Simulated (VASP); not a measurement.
# BN (P6_3/mmc) in VASP: further runs

Aim: see how the results for BN move with the level of theory and the settings. Levels: PBEsol, LDA. Tasks: relaxation of cell and atoms.

Program: VASP 6.6.1. These are calculated values, not measurements. Logs are shortened: lines on timing, memory, paths and dates and some standing lists are left out, and cuts for length are marked.

## 1. The cell of the first run

Symmetry: P6_3/mmc, No. 194, hexagonal system. Conventional cell: a = 2.500 Å, b = 2.500 Å, c = 4.022 Å, α = 90.00°, β = 90.00°, γ = 120.00°. B (site symmetry -3m) has 6 N at 1.76 Å and 2 B at 2.01 Å within 2.3 Å. Within 2.3 Å of N (site symmetry -6m2) lie 6 B at 1.76 Å.

## 2. Relaxation of cell and atoms, PBEsol

Contents of INCAR:

```
PREC = Accurate
ENCUT = 600
EDIFF = 1E-6
ISMEAR = -1
SIGMA = 0.02
LREAL = F
LASPH = T
NELM = 60
ALGO = Normal
ISIF = 3
LWAVE = F
LCHARG = F
GGA = PS
IBRION = 2
NSW = 80
EDIFFG = -0.005
```

Contents of KPOINTS:

```
Automatic mesh
0
Gamma
  12 12 6
```

Contents of POSCAR:

```
BN
1.0
    2.5001234331      0.0000000000      0.0000000000
   -1.2500617166      2.1651704057      0.0000000000
    0.0000000000      0.0000000000      4.0222891993
B N
2 2
Direct
    0.0000000000      0.0000000000      0.0000000000
    0.0000000000      0.0000000000      0.5000000000
    0.3333333333      0.6666666667      0.2500000000
    0.6666666667      0.3333333333      0.7500000000
```

Potentials or basis: VASP PAW PBE potentials, release 64 (B, N).

The run is started by

```sh
cat potpaw_PBE.64/B/POTCAR potpaw_PBE.64/N/POTCAR > POTCAR
mpirun -np 1 vasp_std > vasp.out
```

OUTCAR:

```text
PREC = Accurate
   ENCUT = 600
   EDIFF = 1E-6
   ISMEAR = -1
   LREAL = F
   LASPH = T
   NELM = 60
   ISIF = 3
   GGA = PS
   IBRION = 2
   NSW = 80
   EDIFFG = -0.005

 ion  position               nearest neighbor table
   1  0.000  0.000  0.000-   3 1.76   4 1.76   4 1.76   3 1.76   4 1.76   3 1.76   2 2.01   2 2.01

   2  0.000  0.000  0.500-   3 1.76   4 1.76   4 1.76   3 1.76   4 1.76   3 1.76   1 2.01   1 2.01

   3  0.333  0.667  0.250-   1 1.76   2 1.76   1 1.76   2 1.76   1 1.76   2 1.76
   4  0.667  0.333  0.750-   1 1.76   2 1.76   1 1.76   2 1.76   1 1.76   2 1.76

  LATTYP: Found a hexagonal cell.
 ALAT       =     2.5001234331
 C/A-ratio  =     1.6088362463

  Lattice vectors:

 A1 = (   2.5001234331,   0.0000000000,   0.0000000000)
 A2 = (  -1.2500617166,   2.1651704057,   0.0000000000)
 A3 = (   0.0000000000,   0.0000000000,   4.0222891993)

Analysis of symmetry for initial positions (statically):
=====================================================================
 Subroutine PRICEL returns:
 Original cell was already a primitive cell.

 Routine SETGRP: Setting up the symmetry group for a
 hexagonal supercell.

 Subroutine GETGRP returns: Found 24 space group operations
 (whereof 12 operations were pure point group operations)
 out of a pool of 24 trial point group operations.

The static configuration has the point symmetry D_3d.
 The point group associated with its full space group is D_6h.

Analysis of symmetry for dynamics (positions and initial velocities):
=====================================================================
 Subroutine PRICEL returns:
 Original cell was already a primitive cell.

 Routine SETGRP: Setting up the symmetry group for a
 hexagonal supercell.

 Subroutine GETGRP returns: Found 24 space group operations
 (whereof 12 operations were pure point group operations)
 out of a pool of 24 trial point group operations.

The dynamic configuration has the point symmetry D_3d.
 The point group associated with its full space group is D_6h.

 Subroutine INISYM returns: Found 24 space group operations
 (whereof 12 operations are pure point group operations),
 and found     1 'primitive' translations

----------------------------------------------------------------------------------------

                                     Primitive cell

  volume of cell :      21.7734

[... 111 lines left out ...]
     AMIX     =   0.40;   BMIX     =  1.00
     AMIX_MAG =   1.60;   BMIX_MAG =  1.00
  volume/ion in A,a.u.               =       5.44        36.73
  Fermi-wavevector in a.u.,A,eV,Ry     =   1.477313  2.791717 29.694089  2.182454
  Thomas-Fermi vector in A             =   2.591732
   LORBIT       =      0    0 simple, 1 ext, 2 COOP (PROOUT), +10 PAW based schemes
   GGA     = PS    functional components
   LHFCALC =     F    Hartree Fock is set to
   AEXX    =    0.0000 exact exchange contribution
   IVDW    =     0    specifies the selected vdW correction
   LEPSILON=     F    determine dielectric tensor
   LRPA    =     F    only Hartree local field effects (RPA)
 conjugate gradient relaxation of ions
 non-spin polarized calculation
  energy-cutoff  :      600.00
  volume of cell :       21.77
 maximum number of plane-waves:       756
 NGX is ok and might be reduce to    20
   NGX =  9   NGY =  9   NGZ = 17

--------------------------------------- Ionic step        1  -------------------------------------------

 number of electron      16.0000000 magnetization

 Free energy of the ion-electron system (eV)
  ---------------------------------------------------
  ext. energy  EPLUGINS =         0.00000000
  ---------------------------------------------------
  free energy    TOTEN  =       -29.88722144 eV

  energy without entropy =      -29.88722144  energy(sigma->0) =      -29.88722144

------------------------ aborting loop because EDIFF is reached ----------------------------------------

  FORCE on cell =-STRESS in cart. coord.  units (eV):
  Direction    XX          YY          ZZ          XY          YZ          ZX
  --------------------------------------------------------------------------------------
  -------------------------------------------------------------------------------------
  Total       -1.0043634     -1.0043634     -0.7934152      0.0000000     -0.0000000      0.0000000
  in kB      -73.9051388    -73.9051388    -58.3827094      0.0000000     -0.0000000      0.0000000
  external PRESSURE =     -68.7309957 kB  Pullay stress =       0.0000000 kB
[... 215 lines left out ...]
--------------------------------------- Ionic step        7  -------------------------------------------

 number of electron      16.0000000 magnetization

 Free energy of the ion-electron system (eV)
  ---------------------------------------------------
  ext. energy  EPLUGINS =         0.00000000
  ---------------------------------------------------
  free energy    TOTEN  =       -29.89595915 eV

  energy without entropy =      -29.89595915  energy(sigma->0) =      -29.89595915

 E-fermi :  10.6899     XC(G=0): -13.8232

 val. band max:       10.2107403680   @ k =   0.1667   0.0000   0.0000
 cond. band min:      11.7826389736   @ k =   0.3333   0.3333   0.0000
 fundamental gap:      1.5718986056
 Fermi energy:        10.6899059196

 k-point     1 :       0.0000    0.0000    0.0000
  band No.  band energies     occupation
      1     -12.2188      2.00000
      2      -7.0605      2.00000
      3      -2.1645      2.00000
      4       8.7649      2.00000
      5       8.7649      2.00000
      6       9.5333      2.00000
      7       9.5333      2.00000
      8       9.9455      2.00000
      9      16.1427      0.00000
     10      18.5755      0.00000
     11      18.5755      0.00000
     12      18.5894      0.00000
[... 331 lines left out ...]
 k-point    24 :       0.3333   -0.0000    0.1667
  band No.  band energies     occupation
      1      -9.3409      2.00000
      2      -5.4974      2.00000
      3      -0.1943      2.00000
      4       1.4722      2.00000
      5       3.4389      2.00000
      6       5.3127      2.00000
      7       8.1311      2.00000
      8       9.2706      2.00000
      9      14.9148      0.00000
     10      16.7501      0.00000
     11      16.9404      0.00000
     12      17.8325      0.00000

 [... further k-points ...]

------------------------ aborting loop because EDIFF is reached ----------------------------------------

  FORCE on cell =-STRESS in cart. coord.  units (eV):
  Direction    XX          YY          ZZ          XY          YZ          ZX
  --------------------------------------------------------------------------------------
  -------------------------------------------------------------------------------------
  Total       -0.0095671     -0.0095671     -0.0121798      0.0000000     -0.0000000     -0.0000000
  in kB       -0.7168232     -0.7168232     -0.9125886      0.0000000     -0.0000000     -0.0000000
  external PRESSURE =      -0.7820783 kB  Pullay stress =       0.0000000 kB
[... 19 lines left out ...]
  FREE ENERGIE OF THE ION-ELECTRON SYSTEM (eV)
  ---------------------------------------------------
  free  energy   TOTEN  =       -29.8959591537 eV

  energy  without entropy=      -29.8959591537  energy(sigma->0) =      -29.89595915

 reached required accuracy - stopping structural energy minimisation
```

OSZICAR:

```text
N       E                     dE             d eps       ncg     rms          rms(c)
DAV:   1     0.623058423026E+02    0.62306E+02   -0.99680E+03  1824   0.151E+03
DAV:   2    -0.281847975975E+02   -0.90491E+02   -0.82288E+02  2624   0.304E+02
DAV:   3    -0.313086254718E+02   -0.31238E+01   -0.30936E+01  2416   0.550E+01
DAV:   4    -0.313378743367E+02   -0.29249E-01   -0.29192E-01  2296   0.503E+00
[... 39 lines left out ...]
DAV:   3    -0.298959568249E+02    0.93704E-06   -0.11456E-06  1256   0.105E-02
   6 F= -.29895957E+02 E0= -.29895957E+02  d E =-.248993E-04
       N       E                     dE             d eps       ncg     rms          rms(c)
DAV:   1    -0.298959691877E+02   -0.11426E-04   -0.30510E-04  2172   0.182E-01    0.228E-02
DAV:   2    -0.298959598730E+02    0.93147E-05   -0.22758E-05  2168   0.454E-02    0.733E-03
DAV:   3    -0.298959591537E+02    0.71929E-06   -0.19141E-06  1220   0.150E-02
   7 F= -.29895959E+02 E0= -.29895959E+02  d E =-.232882E-05
```

Wall time 27 s (1 thread of Intel Xeon 6975P-C (Granite Rapids), shared host); peak memory 0.14 GiB.

Results:

```
Free energy                            : -29.8960 eV
Relaxed volume                         : 5.35 Å³/atom
Relaxed cell                           : a = 2.483 Å, b = 2.483 Å, c = 4.004 Å, α = 90.00°, β = 90.00°, γ = 120.00°
Space group after relaxing (to 0.05 Å) : P6_3/mmc (No. 194)
Energy gained by relaxing              : 2.2 meV/atom
Ionic steps                            : 7
Pressure after relaxing                : -0.1 GPa
Band gap on the k mesh                 : 1.57 eV, indirect (least direct gap 5.30 eV)
```

The path:
```
step  energy change (eV)  largest force (eV/Å)  pressure (GPa)  volume (Å³)
   1              0.0000                0.0000           -6.87        21.77
   2             -0.0023                0.0000            6.37        21.05
   3             -0.0087                0.0000            0.00        21.38
   4             -0.0087                0.0000            0.17        21.37
   5             -0.0087                0.0000            0.12        21.37
   6             -0.0087                0.0000            0.14        21.37
   7             -0.0087                0.0000           -0.08        21.38
```

Final structure:
```
CELL_PARAMETERS angstrom
2.48336 0.00000 0.00000
-1.24168 2.15065 0.00000
0.00000 0.00000 4.00374
ATOMIC_POSITIONS crystal
B 0.00000 0.00000 0.00000
B 0.00000 0.00000 0.50000
N 0.33333 0.66667 0.25000
N 0.66667 0.33333 0.75000
```

Caveat: the PAW data sets were made with another functional, which shifts forces and pressure a little.

## 3. Relaxation of cell and atoms, LDA

Contents of INCAR:

```
ALGO = Normal ; EDIFF = 1E-6
EDIFFG = -0.005 ; ENCUT = 600
GGA = CA ; IBRION = 2
ISIF = 3 ; ISMEAR = -1
LASPH = T ; LCHARG = F
LREAL = F ; LWAVE = F
NELM = 100 ; NSW = 80
PREC = Accurate ; SIGMA = 0.02
```

Contents of KPOINTS:

```
k-points
0
Gamma
  12 12 6
```

POSCAR is that of step 2.

Potentials or basis: VASP PAW LDA potentials, release 64 (B, N).

The run is started by

```sh
cat potpaw_LDA.64/B/POTCAR potpaw_LDA.64/N/POTCAR > POTCAR
mpirun -np 1 vasp_std > vasp.out
```

OUTCAR:

```text
EDIFF = 1E-6
   EDIFFG = -0.005
   ENCUT = 600
   GGA = CA
   IBRION = 2
   ISIF = 3
   ISMEAR = -1
   LASPH = T
   LREAL = F
   NELM = 100
   NSW = 80
   PREC = Accurate

 ion  position               nearest neighbor table
   1  0.000  0.000  0.000-   3 1.76   4 1.76   4 1.76   3 1.76   4 1.76   3 1.76   2 2.01   2 2.01

   2  0.000  0.000  0.500-   3 1.76   4 1.76   4 1.76   3 1.76   4 1.76   3 1.76   1 2.01   1 2.01

   3  0.333  0.667  0.250-   1 1.76   2 1.76   1 1.76   2 1.76   1 1.76   2 1.76
   4  0.667  0.333  0.750-   1 1.76   2 1.76   1 1.76   2 1.76   1 1.76   2 1.76

  LATTYP: Found a hexagonal cell.
 ALAT       =     2.5001234331
 C/A-ratio  =     1.6088362463

  Lattice vectors:

 A1 = (   2.5001234331,   0.0000000000,   0.0000000000)
 A2 = (  -1.2500617166,   2.1651704057,   0.0000000000)
 A3 = (   0.0000000000,   0.0000000000,   4.0222891993)

Analysis of symmetry for initial positions (statically):
=====================================================================
 Subroutine PRICEL returns:
 Original cell was already a primitive cell.

 Routine SETGRP: Setting up the symmetry group for a
 hexagonal supercell.

 Subroutine GETGRP returns: Found 24 space group operations
 (whereof 12 operations were pure point group operations)
 out of a pool of 24 trial point group operations.

The static configuration has the point symmetry D_3d.
 The point group associated with its full space group is D_6h.

Analysis of symmetry for dynamics (positions and initial velocities):
=====================================================================
 Subroutine PRICEL returns:
 Original cell was already a primitive cell.

 Routine SETGRP: Setting up the symmetry group for a
 hexagonal supercell.

 Subroutine GETGRP returns: Found 24 space group operations
 (whereof 12 operations were pure point group operations)
 out of a pool of 24 trial point group operations.

The dynamic configuration has the point symmetry D_3d.
 The point group associated with its full space group is D_6h.

 Subroutine INISYM returns: Found 24 space group operations
 (whereof 12 operations are pure point group operations),
[... 145 lines left out ...]
  ext. energy  EPLUGINS =         0.00000000
  ---------------------------------------------------
  free energy    TOTEN  =       -31.83653568 eV

  energy without entropy =      -31.83653568  energy(sigma->0) =      -31.83653568

------------------------ aborting loop because EDIFF is reached ----------------------------------------

  FORCE on cell =-STRESS in cart. coord.  units (eV):
  Direction    XX          YY          ZZ          XY          YZ          ZX
  --------------------------------------------------------------------------------------
  -------------------------------------------------------------------------------------
  Total       -1.9896331     -1.9896331     -1.7850590      0.0000000     -0.0000000      0.0000000
  in kB     -146.4052818   -146.4052818   -131.3518930      0.0000000     -0.0000000      0.0000000
  external PRESSURE =    -141.3874855 kB  Pullay stress =       0.0000000 kB
[... 215 lines left out ...]
--------------------------------------- Ionic step        7  -------------------------------------------

 number of electron      16.0000001 magnetization

 Free energy of the ion-electron system (eV)
  ---------------------------------------------------
  ext. energy  EPLUGINS =         0.00000000
  ---------------------------------------------------
  free energy    TOTEN  =       -31.87310851 eV

  energy without entropy =      -31.87310851  energy(sigma->0) =      -31.87310851

 E-fermi :  10.9256     XC(G=0): -13.9599

 val. band max:       10.5468996500   @ k =   0.1667   0.0000   0.0000
 cond. band min:      12.3153101706   @ k =   0.3333   0.3333   0.0000
 fundamental gap:      1.7684105206
 Fermi energy:        10.9256032559

 k-point     1 :       0.0000    0.0000    0.0000
  band No.  band energies     occupation
      1     -11.9640      2.00000
      2      -6.7330      2.00000
      3      -1.9272      2.00000
      4       9.0557      2.00000
      5       9.0557      2.00000
      6       9.8649      2.00000
      7       9.8649      2.00000
      8      10.2488      2.00000
      9      16.7258      0.00000
     10      18.8499      0.00000
     11      18.8499      0.00000
     12      19.2246      0.00000
[... 331 lines left out ...]
 k-point    24 :       0.3333   -0.0000    0.1667
  band No.  band energies     occupation
      1      -9.0542      2.00000
      2      -5.1274      2.00000
      3       0.0669      2.00000
      4       1.6862      2.00000
      5       3.8262      2.00000
      6       5.5623      2.00000
      7       8.4434      2.00000
      8       9.5864      2.00000
      9      15.4007      0.00000
     10      17.2237      0.00000
     11      17.2335      0.00000
     12      18.2807      0.00000

 [... further k-points ...]

------------------------ aborting loop because EDIFF is reached ----------------------------------------

  FORCE on cell =-STRESS in cart. coord.  units (eV):
  Direction    XX          YY          ZZ          XY          YZ          ZX
  --------------------------------------------------------------------------------------
  -------------------------------------------------------------------------------------
  Total       -0.0168822     -0.0168822     -0.0193120      0.0000000      0.0000000      0.0000000
  in kB       -1.2892651     -1.2892651     -1.4748213      0.0000000      0.0000000      0.0000000
  external PRESSURE =      -1.3511172 kB  Pullay stress =       0.0000000 kB
[... 19 lines left out ...]
  FREE ENERGIE OF THE ION-ELECTRON SYSTEM (eV)
  ---------------------------------------------------
  free  energy   TOTEN  =       -31.8731085110 eV

  energy  without entropy=      -31.8731085110  energy(sigma->0) =      -31.87310851

 reached required accuracy - stopping structural energy minimisation
```

Wall time 25 s (1 thread of Intel Xeon 6975P-C (Granite Rapids), shared host); peak memory 0.14 GiB.

What came out:

```yaml
Free_energy: -31.8731 eV
Relaxed_volume: 5.24 Å³/atom
Relaxed_cell: a = 2.467 Å, b = 2.467 Å, c = 3.980 Å, α = 90.00°, β = 90.00°, γ = 120.00°
Space_group_after_relaxing_to_0.05_Å: P6_3/mmc (No. 194)
Energy_gained_by_relaxing: 9.1 meV/atom
Ionic_steps: 7
Pressure_after_relaxing: -0.1 GPa
Band_gap_on_the_k_mesh: 1.77 eV, indirect (least direct gap 5.47 eV)
```

Step by step:
| step | energy change (eV) | largest force (eV/Å) | pressure (GPa) | volume (Å³) |
| --- | --- | --- | --- | --- |
| 1 | 0.0000 | 0.0000 | -14.14 | 21.77 |
| 2 | -0.0072 | 0.0000 | 14.24 | 20.29 |
| 3 | -0.0365 | 0.0000 | -0.08 | 20.98 |
| 4 | -0.0365 | 0.0000 | 0.25 | 20.96 |
| 5 | -0.0365 | 0.0000 | 0.22 | 20.96 |
| 6 | -0.0366 | 0.0000 | 0.23 | 20.96 |
| 7 | -0.0366 | 0.0000 | -0.14 | 20.98 |

Final structure:
```cif
data_structure
_symmetry_space_group_name_H-M 'P 1'
_symmetry_Int_Tables_number 1
_cell_length_a 2.4672
_cell_length_b 2.4672
_cell_length_c 3.9798
_cell_angle_alpha 90.000
_cell_angle_beta 90.000
_cell_angle_gamma 120.000
_cell_volume 20.98
loop_
_atom_site_label
_atom_site_type_symbol
_atom_site_fract_x
_atom_site_fract_y
_atom_site_fract_z
_atom_site_occupancy
B1 B 0.00000 0.00000 0.00000 1
B2 B 0.00000 0.00000 0.50000 1
N1 N 0.33333 0.66667 0.25000 1
N2 N 0.66667 0.33333 0.75000 1
```
